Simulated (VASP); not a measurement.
Runs of VASP 6.6.1 on Mn. The structure is that of space group P6_3/mmc (No. 194), or close to it. The cells are those of the table. 

```csv
task,cell,cutoff (eV),k mesh for the DOS,occupations for the DOS,gap on the mesh (eV),pressure (GPa)
single point,"a = 2.184, b = 2.184, c = 3.523 Å, angles 90.0, 90.0, 120.0°, 2 atoms",520,-,-,none,(a)
single point,"a = 2.074, b = 2.074, c = 3.335 Å, angles 90.0, 90.0, 120.0°, 2 atoms",520,-,-,none,495.3
single point,"a = 2.379, b = 2.379, c = 3.845 Å, angles 90.0, 90.0, 120.0°, 2 atoms",520,-,-,none,47.5
single point,"a = 2.286, b = 2.286, c = 3.691 Å, angles 90.0, 90.0, 120.0°, 2 atoms",520,-,-,none,120.5
relaxation of cell and atoms,"relaxed from a = 2.506, b = 2.506, c = 4.060 Å, angles 90.0, 90.0, 120.0°, 2 atoms",600,-,-,none,0.1
```

Alike in all rows: level PBE; potentials or basis VASP PAW PBE potentials, release 64 (Mn_pv); no spin polarisation; k mesh 17 × 17 × 9; smearing fermi-dirac 0.05 eV.

Q: Fill in the values left out.

A: (a) 251.5.

Caveats: the run has no spin polarisation, though such a crystal can be magnetic.

A gap of «none» marks levels without a gap at the run's occupations.
